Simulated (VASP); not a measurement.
Input of a VASP 6.6.1 run:

Contents of INCAR:

```
PREC = Accurate ; ENCUT = 600
EDIFF = 1E-6 ; ISMEAR = -1
SIGMA = 0.1 ; LREAL = F
LASPH = T ; NELM = 150
ALGO = Normal ; ISIF = 3
LWAVE = F ; LCHARG = F
ISPIN = 2 ; MAGMOM = 7 0
LORBIT = 11 ; LMAXMIX = 6
GGA = CA ; IBRION = 2
NSW = 80 ; EDIFFG = -0.05
PSTRESS = 20.0
```

KPOINTS

```
Automatic mesh
0
Gamma
  9 9 9
```

POSCAR

```
GdO
1.0
    0.0000000000      2.7000000000      2.7000000000
    2.7000000000      0.0000000000      2.7000000000
    2.7000000000      2.7000000000      0.0000000000
Gd O
1 1
Direct
    0.0000000000      0.0000000000      0.0000000000
    0.2500000000      0.2500000000      0.2500000000
```

Potentials or basis: VASP PAW PBE potentials, release 64 (Gd, O).

The run is started by

```sh
$ cat potpaw_PBE.64/Gd/POTCAR potpaw_PBE.64/O/POTCAR > POTCAR
$ mpirun -np 1 vasp_std > vasp.out
```

Task: Predict the relaxed volume.

Result: 17.88 Å³/atom.

Task: Predict the relaxed cell.

Result: a = 3.698 Å, b = 3.698 Å, c = 3.698 Å, α = 60.00°, β = 60.00°, γ = 60.00°.

The path:
```tsv
step	energy change (eV)	largest force (eV/Å)	pressure (GPa)	volume (Å³)
1	0.0000	0.0000	-7.32	39.37
2	5.4311	0.0000	7.64	33.20
3	-0.0604	0.0000	3.70	35.20
4	-0.0704	0.0000	1.77	35.77
```

Caveat: the cell is relaxed towards a set pressure, so the run minimises the enthalpy, not the energy; the PAW data sets were made with another functional, which shifts forces and pressure a little; a cell with one magnetic atom can't hold antiferromagnetic order, which such compounds often take; semilocal functionals describe open f shells poorly, which spoils levels, moments and volumes. LDA usually gives volumes a few per cent too small.
